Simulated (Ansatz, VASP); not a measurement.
**TiO2: VASP beside Ansatz**

Contents of POSCAR:

```
TiO2
1.0
    2.6805548658     -2.7284128728     -0.0617389515
    2.6752617647      2.7231209861     -0.0543959535
   -2.7090875630      0.0090815493      4.8052823094
Ti O
2 4
Direct
    0.1219484995      0.8575515384      0.2362471605
    0.8755807488      0.1482181876      0.7558577591
    0.3540058329      0.0989456189      0.6738295210
    0.6731971283      0.9418963086      0.3216654504
    0.9681807552      0.6826863602      0.8467382601
    0.0640405078      0.3491038293      0.1745947979
```

File INCAR.step1:

```
PREC = Accurate
ENCUT = 520
ISMEAR = 0
SIGMA = 0.02
LREAL = F
LASPH = T
NELM = 80
NBANDS = 33
GGA = PE
ALGO = Normal
EDIFF = 1E-4
LWAVE = T
LCHARG = F
```

File INCAR.step2:

```
PREC = Accurate
ENCUT = 520
EDIFF = 1E-7
ISMEAR = 0
SIGMA = 0.02
LREAL = F
LASPH = T
NELM = 80
ALGO = Normal
ISIF = 2
LWAVE = F
LCHARG = T
METAGGA = R2SCAN
LMIXTAU = T
LELF = T
LVHAR = T
NBANDS = 33
ISTART = 1
```

The input KPOINTS:

```
regular mesh
0
Gamma
  6 6 6
```

Input for Ansatz:

```yaml
crystal:
  lattice:
    - [2.6805548658, -2.7284128728, -0.0617389515]
    - [2.6752617647, 2.7231209861, -0.0543959535]
    - [-2.709087563, 0.0090815493, 4.8052823094]
  atoms:
    - { symbol: Ti, position: [0.1219484995, 0.8575515384, 0.2362471605] }
    - { symbol: Ti, position: [0.8755807488, 0.1482181876, 0.7558577591] }
    - { symbol: O, position: [0.3540058329, 0.0989456189, 0.673829521] }
    - { symbol: O, position: [0.6731971283, 0.9418963086, 0.3216654504] }
    - { symbol: O, position: [0.9681807552, 0.6826863602, 0.8467382601] }
    - { symbol: O, position: [0.0640405078, 0.3491038293, 0.1745947979] }
basis:
  ecutwfc: 500
kpoints:
  mp_grid: { grid: [6, 6, 6] }
hamiltonian:
  xc: r2scan
scf:
  occupations: { method: gaussian, width: 0.02 }
output:
  forces: true
  stress: true
  eigenvalues: true
```

Change from the starting cell: all atoms moved at random (sigma 0.07 Å), cell strained at random (1 %).

Alike in both runs: task single point; functional r2SCAN; k mesh 6 × 6 × 6; occupations gaussian, width 0.02 eV; no spin polarisation.

|  | VASP | Ansatz |
| --- | --- | --- |
| version | VASP 6.6.1 | Ansatz 0.2.0 |
| potentials or method | VASP PAW PBE potentials, release 64 (Ti_sv, O), cutoff 520 eV | scalar-relativistic, plane waves, PAW |
| valence electrons in the cell | 48 | 48 |

|  | VASP | Ansatz | Ansatz less VASP |
| --- | --- | --- | --- |
| gap on the k mesh at the Fermi level (eV) | 2.58 | 2.56 | -0.019 |
| least direct gap on the mesh (eV) | 3.00 | 2.98 | -0.023 |
| pressure (GPa) | -1.4 | -2.6 | -1.19 |
| traceless stress, the component that is largest in VASP (GPa) | 5.61 | 5.60 | -0.012 |
| rms of the force components (eV/Å) | 0.672 | 0.639 | -0.0326 |

VASP's potentials were made for PBE, not for r2SCAN. Atom by atom the forces differ by 0.064 eV/Å (rms over components).
